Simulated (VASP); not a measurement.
# WC (Amm2) in VASP: single point with PBEsol

Aim: the single point of WC with PBEsol.

Program: VASP 6.6.1. These are calculated values, not measurements. Logs are shortened: lines on timing, memory, paths and dates and some standing lists are left out, and cuts for length are marked.

### 1 The cell of the first run

Symmetry: Amm2, No. 38, orthorhombic system. The conventional cell has a = 2.828 Å, b = 2.898 Å, c = 5.020 Å, α = 90.00°, β = 90.00°, γ = 90.00°. Within 2.7 Å of W (site symmetry mm2) lie 6 C at 2.05 to 2.27 Å. Within 2.7 Å of C (site symmetry mm2) lie 6 W at 2.05 to 2.27 Å.

### 2 Single point, PBEsol (atoms displaced along a vibrational mode)

INCAR reads:

```
SYSTEM = WC
PREC = Accurate ; ENCUT = 520
EDIFF = 1E-6 ; ISMEAR = 0
SIGMA = 0.15 ; LREAL = .FALSE.
LASPH = .TRUE. ; NELM = 60
ALGO = Normal ; ISIF = 2
LWAVE = .FALSE. ; LCHARG = .FALSE.
GGA = PS ; NBANDS = 16
```

KPOINTS reads:

```
Automatic mesh
0
G
  24 24 22
  0 0 0
```

POSCAR reads:

```
WC
1.0
    2.8984136670      0.0000000000      0.0000000000
   -1.4492068335      2.5100998663      0.0000000000
    0.0000000000      0.0000000000      2.8276119036
W C
1 1
Direct
   -0.0022774886     -0.0045549772      0.0000000000
    0.7015258375      0.4030516750      0.5000000000
```

Potentials or basis: VASP PAW PBE potentials, release 64 (W_sv, C).

Started as:

```
cat potpaw_PBE.64/W_sv/POTCAR potpaw_PBE.64/C/POTCAR > POTCAR
mpirun -np 1 vasp_std > vasp.out
```

OUTCAR:

```text
SYSTEM = WC
   PREC = Accurate
   ENCUT = 520
   EDIFF = 1E-6
   ISMEAR = 0
   LREAL = .FALSE.
   LASPH = .TRUE.
   NELM = 60
   ISIF = 2
   GGA = PS

 ion  position               nearest neighbor table
   1  0.998  0.995  0.000-   2 2.05   2 2.05   2 2.27   2 2.27   2 2.27   2 2.27
   2  0.702  0.403  0.500-   1 2.05   1 2.05   1 2.27   1 2.27   1 2.27   1 2.27

  LATTYP: Found a hexagonal cell.
 ALAT       =     2.8984136670
 C/A-ratio  =     0.9755722366

  Lattice vectors:

 A1 = (   2.8984136670,   0.0000000000,   0.0000000000)
 A2 = (  -1.4492068335,   2.5100998663,   0.0000000000)
 A3 = (   0.0000000000,   0.0000000000,   2.8276119036)

Analysis of symmetry for initial positions (statically):
=====================================================================
 Subroutine PRICEL returns:
 Original cell was already a primitive cell.

 Routine SETGRP: Setting up the symmetry group for a
 hexagonal supercell.

 Subroutine GETGRP returns: Found  4 space group operations
 (whereof  4 operations were pure point group operations)
 out of a pool of 24 trial point group operations.

The static configuration has the point symmetry C_2v.

Analysis of symmetry for dynamics (positions and initial velocities):
=====================================================================
 Subroutine PRICEL returns:
 Original cell was already a primitive cell.

 Routine SETGRP: Setting up the symmetry group for a
 hexagonal supercell.

 Subroutine GETGRP returns: Found  4 space group operations
 (whereof  4 operations were pure point group operations)
 out of a pool of 24 trial point group operations.

The dynamic configuration has the point symmetry C_2v.

 Subroutine INISYM returns: Found  4 space group operations
 (whereof  4 operations are pure point group operations),
 and found     1 'primitive' translations

----------------------------------------------------------------------------------------

                                     Primitive cell

  volume of cell :      20.5717

  direct lattice vectors                    reciprocal lattice vectors
     2.898413667  0.000000000  0.000000000     0.345016314  0.199195262  0.000000000
    -1.449206833  2.510099866  0.000000000     0.000000000  0.398390524  0.000000000
     0.000000000  0.000000000  2.827611904     0.000000000  0.000000000  0.353655323

  length of vectors
     2.898413667  2.898413667  2.827611904     0.398390524  0.398390524  0.353655323

  position of ions in fractional coordinates (direct lattice)
     0.997722511  0.995445023  0.000000000
     0.701525838  0.403051675  0.500000000

  ion indices of the primitive-cell ions
   primitive index   ion index
                 1           1
                 2           2

----------------------------------------------------------------------------------------

 KPOINTS: Automatic mesh

Automatic generation of k-mesh.
 Grid dimensions read from file:
 generate k-points for:   24   24   22

 Generating k-lattice:

  Cartesian coordinates                     Fractional coordinates (reciprocal lattice)
     0.014375680  0.008299803  0.000000000     0.041666667  0.000000000  0.000000000
     0.000000000  0.016599605  0.000000000     0.000000000  0.041666667  0.000000000
     0.000000000  0.000000000  0.016075242     0.000000000  0.000000000  0.045454545

  Length of vectors
     0.016599605  0.016599605  0.016075242

  Shift w.r.t. Gamma in fractional coordinates (k-lattice)
     0.000000000  0.000000000  0.000000000

 Subroutine IBZKPT returns following result:
 ===========================================

 Found   1884 irreducible k-points:

 Following reciprocal coordinates:
            Coordinates               Weight
  0.000000  0.000000  0.000000      1.000000
  0.041667 -0.000000  0.000000      4.000000
  0.000000  0.041667  0.000000      2.000000
  0.083333  0.000000  0.000000      4.000000
  0.000000  0.083333  0.000000      2.000000
  0.125000  0.000000  0.000000      4.000000
[... 16 lines left out ...]
  0.000000  0.458333  0.000000      2.000000
  0.500000  0.000000  0.000000      2.000000
 [... further k-points ...]
   k-points           NKPTS =   1884   k-points in BZ     NKDIM =   1884   number of bands    NBANDS=     16
   number of dos      NEDOS =    301   number of ions     NIONS =      2
   total plane-waves  NPLWV =  13824
   dimension x,y,z NGX =    24 NGY =   24 NGZ =   24
   dimension x,y,z NGXF=    48 NGYF=   48 NGZF=   48
   ions per type =               1   1
   NGX,Y,Z   is equivalent  to a cutoff of  13.77, 13.77, 14.11 a.u.
   NGXF,Y,Z  is equivalent  to a cutoff of  27.53, 27.53, 28.22 a.u.
 SYSTEM =  WC
   PREC   = accura    normal or accurate (medium, high low for compatibility)
   ISTART =      0    job   : 0-new  1-cont  2-samecut
   ICHARG =      2    charge: 1-file 2-atom 10-const
   ISPIN  =      1    spin polarized calculation?
   LNONCOLLINEAR =      F non collinear calculations
   LSORBIT =      F    spin-orbit coupling
   LASPH  =      T    aspherical Exc in radial PAW
   ENCUT  =  520.0 eV  38.22 Ry    6.18 a.u.   5.39  5.39  5.26*2*pi/ulx,y,z
   NELM   =     60;   NELMIN=  2; NELMDL= -5     # of ELM steps
   EDIFF  = 0.1E-05   stopping-criterion for ELM
   LREAL  =      F    real-space projection
   EDIFFG = 0.1E-04   stopping-criterion for IOM
   NSW    =      0    number of steps for IOM
   IBRION =     -1    ionic relax: 0-MD 1-quasi-New 2-CG
   NFREE  =      0    steps in history (QN), initial steepest desc. (CG)
   ISIF   =      2    stress and relaxation
   ISYM   =      2    0-nonsym 1-usesym 2-fastsym
   POTIM  = 0.5000    time-step for ionic-motion
   TEBEG  =    0.0;   TEEND  =   0.0 temperature during run
   PSTRESS=    0.0 pullay stress
   NELECT =      18.0000    total number of electrons
   NUPDOWN=      -1.0000    fix difference up-down
   EMIN   =  10.00;   EMAX   =-10.00  energy-range for DOS
   EFERMI =   0.00;   METHOD = LEGACY
   ISMEAR =     0;   SIGMA  =   0.15  broadening in eV -4-tet -1-fermi 0-gaus
   EFERMI_NEDOS =   21; number of points for ismear=-14 and -15
   IALGO  =     38    algorithm
   IMIX   =      4    mixing-type and parameters
     AMIX     =   0.40;   BMIX     =  1.00
     AMIX_MAG =   1.60;   BMIX_MAG =  1.00
  volume/ion in A,a.u.               =      10.29        69.41
  Fermi-wavevector in a.u.,A,eV,Ry     =   1.565820  2.958971 33.358675  2.451793
  Thomas-Fermi vector in A             =   2.668240
   LORBIT       =      0    0 simple, 1 ext, 2 COOP (PROOUT), +10 PAW based schemes
   GGA     = PS    functional components
   LHFCALC =     F    Hartree Fock is set to
   AEXX    =    0.0000 exact exchange contribution
   IVDW    =     0    specifies the selected vdW correction
   LEPSILON=     F    determine dielectric tensor
   LRPA    =     F    only Hartree local field effects (RPA)
 non-spin polarized calculation
 Gauss-broadening in eV      SIGMA  =   0.15
  energy-cutoff  :      520.00
  volume of cell :       20.57
 maximum number of plane-waves:       580
 NGX is ok and might be reduce to    24
   NGX = 11   NGY = 11   NGZ = 11

 number of electron      18.0000000 magnetization

 Free energy of the ion-electron system (eV)
  ---------------------------------------------------
  ext. energy  EPLUGINS =         0.00000000
  ---------------------------------------------------
  free energy    TOTEN  =       -23.60021956 eV

  energy without entropy =      -23.59699257  energy(sigma->0) =      -23.59860606

 E-fermi :  11.1570     XC(G=0): -13.9655

 val. band max:       11.1543169182   @ k =  -0.0833   0.0417   0.3636
 cond. band min:      11.1592065596   @ k =   0.4583   0.4167   0.0000
 fundamental gap:      0.0048896414
 Fermi energy:        11.1570375362

 k-point     1 :       0.0000    0.0000    0.0000
  band No.  band energies     occupation
      1     -62.8271      2.00000
      2     -26.8463      2.00000
      3     -26.7227      2.00000
      4     -26.7093      2.00000
      5      -3.4447      2.00000
      6       6.4305      2.00000
[... 8 lines left out ...]
     15      25.3508      0.00000
     16      26.7058      0.00000

 k-point     2 :       0.0417   -0.0000    0.0000
  band No.  band energies     occupation
      1     -62.8261      2.00000
      2     -26.8444      2.00000
      3     -26.7360      2.00000
      4     -26.7145      2.00000
      5      -3.3994      2.00000
      6       6.4547      2.00000
[... 8 lines left out ...]
     15      25.1345      0.00000
     16      26.9503      0.00000

 k-point     3 :       0.0000    0.0417    0.0000
  band No.  band energies     occupation
      1     -62.8261      2.00000
      2     -26.8442      2.00000
      3     -26.7262      2.00000
      4     -26.7249      2.00000
      5      -3.3952      2.00000
      6       6.4371      2.00000
[... 8 lines left out ...]
     15      25.3688      0.00000
     16      26.8254      0.00000

 k-point     4 :       0.0833    0.0000    0.0000
  band No.  band energies     occupation
      1     -62.8231      2.00000
      2     -26.8387      2.00000
      3     -26.7791      2.00000
      4     -26.7256      2.00000
      5      -3.2655      2.00000
      6       6.5099      2.00000
[... 8 lines left out ...]
     15      24.7442      0.00000
     16      27.4338      0.00000

 k-point     5 :       0.0000    0.0833    0.0000
  band No.  band energies     occupation
      1     -62.8230      2.00000
      2     -26.8382      2.00000
      3     -26.7704      2.00000
      4     -26.7364      2.00000
      5      -3.2487      2.00000
      6       6.4358      2.00000
[... 8 lines left out ...]
     15      25.4205      0.00000
     16      27.1733      0.00000

 k-point     6 :       0.1250    0.0000    0.0000
  band No.  band energies     occupation
      1     -62.8182      2.00000
      2     -26.8484      2.00000
      3     -26.8297      2.00000
      4     -26.7418      2.00000
      5      -3.0494      2.00000
      6       6.5077      2.00000
[... 8 lines left out ...]
     15      24.4050      0.00000
     16      27.9576      0.00000

 k-point     7 :       0.0000    0.1250    0.0000
  band No.  band energies     occupation
      1     -62.8181      2.00000
      2     -26.8421      2.00000
      3     -26.8285      2.00000
      4     -26.7526      2.00000
      5      -3.0109      2.00000
      6       6.3600      2.00000
[... 8 lines left out ...]
     15      25.5081      0.00000
     16      27.7215      0.00000

 k-point     8 :       0.1667    0.0000    0.0000
  band No.  band energies     occupation
      1     -62.8119      2.00000
      2     -26.9381      2.00000
      3     -26.8180      2.00000
      4     -26.7626      2.00000
      5      -2.7613      2.00000
      6       6.2857      2.00000
[... 8 lines left out ...]
     15      24.2049      0.00000
     16      28.4568      0.00000

 k-point     9 :       0.0000    0.1667    0.0000
  band No.  band energies     occupation
      1     -62.8118      2.00000
      2     -26.9345      2.00000
      3     -26.8160      2.00000
      4     -26.7736      2.00000
      5      -2.6910      2.00000
      6       6.1361      2.00000
[... 8 lines left out ...]
     15      25.6534      0.00000
     16      28.4342      0.00000
[... 172 lines left out ...]
 k-point    19 :       0.0000    0.3750    0.0000
  band No.  band energies     occupation
      1     -62.7746      2.00000
      2     -27.4496      2.00000
      3     -26.8943      2.00000
      4     -26.7420      2.00000
      5      -0.3799      2.00000
      6       4.0515      2.00000
[... 8 lines left out ...]
     15      25.7201      0.00000
     16      28.4736      0.00000

 k-point    20 :       0.4167    0.0000    0.0000
  band No.  band energies     occupation
      1     -62.7703      2.00000
      2     -27.5028      2.00000
      3     -26.8967      2.00000
      4     -26.7401      2.00000
      5      -0.5360      2.00000
      6       4.3884      2.00000
[... 8 lines left out ...]
     15      24.3571      0.00000
     16      27.8434      0.00000

 k-point    21 :       0.0000    0.4167    0.0000
  band No.  band energies     occupation
      1     -62.7696      2.00000
      2     -27.5147      2.00000
      3     -26.9100      2.00000
      4     -26.7321      2.00000
      5       0.0603      2.00000
      6       3.6901      2.00000
[... 8 lines left out ...]
     15      24.7379      0.00000
     16      29.1480      0.00000

 k-point    22 :       0.4583    0.0000    0.0000
  band No.  band energies     occupation
      1     -62.7672      2.00000
      2     -27.5424      2.00000
      3     -26.9063      2.00000
      4     -26.7343      2.00000
      5      -0.3335      2.00000
      6       4.2734      2.00000
[... 8 lines left out ...]
     15      23.7419      0.00000
     16      28.0010      0.00000

 k-point    23 :       0.0000    0.4583    0.0000
  band No.  band energies     occupation
      1     -62.7665      2.00000
      2     -27.5554      2.00000
      3     -26.9198      2.00000
      4     -26.7260      2.00000
      5       0.3855      2.00000
      6       3.4224      2.00000
[... 8 lines left out ...]
     15      24.1119      0.00000
     16      29.6370      0.00000

 k-point    24 :       0.5000    0.0000    0.0000
  band No.  band energies     occupation
      1     -62.7662      2.00000
      2     -27.5559      2.00000
      3     -26.9096      2.00000
      4     -26.7324      2.00000
      5      -0.2621      2.00000
      6       4.2349      2.00000
[... 8 lines left out ...]
     15      23.5088      0.00000
     16      28.0396      0.00000

 [... further k-points ...]

------------------------ aborting loop because EDIFF is reached ----------------------------------------

  FORCE on cell =-STRESS in cart. coord.  units (eV):
  Direction    XX          YY          ZZ          XY          YZ          ZX
  --------------------------------------------------------------------------------------
  -------------------------------------------------------------------------------------
  Total       -0.3672664      1.7706629      1.4512909      0.0000000      0.0000000      0.0000000
  in kB      -28.6035941    137.9035014    113.0300417      0.0000000      0.0000000      0.0000000
  external PRESSURE =      74.1099830 kB  Pullay stress =       0.0000000 kB

 VOLUME and BASIS-vectors are now :
 -----------------------------------------------------------------------------
  energy-cutoff  :      520.00
  volume of cell :       20.57
      direct lattice vectors                 reciprocal lattice vectors
     2.898413667  0.000000000  0.000000000     0.345016314  0.199195262  0.000000000
    -1.449206833  2.510099866  0.000000000     0.000000000  0.398390524  0.000000000
     0.000000000  0.000000000  2.827611904     0.000000000  0.000000000  0.353655323

 POSITION                                       TOTAL-FORCE (eV/Angst)
 -----------------------------------------------------------------------------------
      1.44921      2.49867      0.00000         0.000000      3.320513      0.000000
      1.44921      1.01170      1.41381         0.000000     -3.320513      0.000000
 -----------------------------------------------------------------------------------
    total drift:                                0.000000     -0.000078      0.000000

  FREE ENERGIE OF THE ION-ELECTRON SYSTEM (eV)
  ---------------------------------------------------
  free  energy   TOTEN  =       -23.6002195573 eV

  energy  without entropy=      -23.5969925659  energy(sigma->0) =      -23.59860606
```

Wall time 2.9 min (1 thread of Intel Xeon 6975P-C (Granite Rapids), shared host); peak memory 0.67 GiB.

What came out:

| Quantity | Value |
| --- | --- |
| Free energy | -23.6002 eV |
| Pressure | 7.4 GPa |
| Largest force | 3.321 eV/Å |
| Band gap on the k mesh | zero (bands 9 and 10 overlap by 1.45 eV) |

Forces in eV/Å, atoms in the order of the input:
```
W    0.000  3.321  0.000
C    0.000 -3.321  0.000
```

Levels at points of the mesh, in eV from the Fermi level:
| k point | band 5 | band 6 | band 7 | band 8 | band 9 | band 10 | band 11 | band 12 | band 13 | band 14 |
| --- | --- | --- | --- | --- | --- | --- | --- | --- | --- | --- |
| (0.00, 0.00, 0.00) | -14.60 | -4.73 | -3.66 | -2.93 | -0.28 | 3.27 | 3.34 | 3.98 | 6.52 | 7.04 |
| (0.50, 0.00, 0.00) | -11.42 | -6.92 | -4.21 | -3.59 | -0.05 | 2.06 | 4.57 | 5.14 | 6.48 | 9.70 |
| (0.00, 0.50, 0.00) | -10.65 | -7.84 | -4.39 | -3.76 | -0.34 | 2.39 | 4.23 | 4.77 | 8.48 | 9.57 |
| (0.00, 0.00, 0.50) | -10.47 | -8.80 | -3.15 | -0.87 | -0.76 | -0.75 | 2.68 | 3.70 | 6.18 | 10.11 |
| (0.50, 0.00, 0.50) | -11.21 | -6.76 | -4.90 | -4.23 | 0.48 | 4.38 | 5.25 | 5.84 | 9.55 | 9.66 |
| (0.00, 0.50, 0.50) | -11.87 | -6.13 | -4.11 | -3.80 | -0.37 | 4.45 | 5.31 | 6.86 | 8.58 | 10.41 |

Caveat: the cell differs from its parent crystal (atoms displaced along a vibrational mode); the cell stands under pressure; the PAW data sets were made with another functional, which shifts forces and pressure a little; spin-orbit coupling is left out, which moves the levels of the heavy elements.
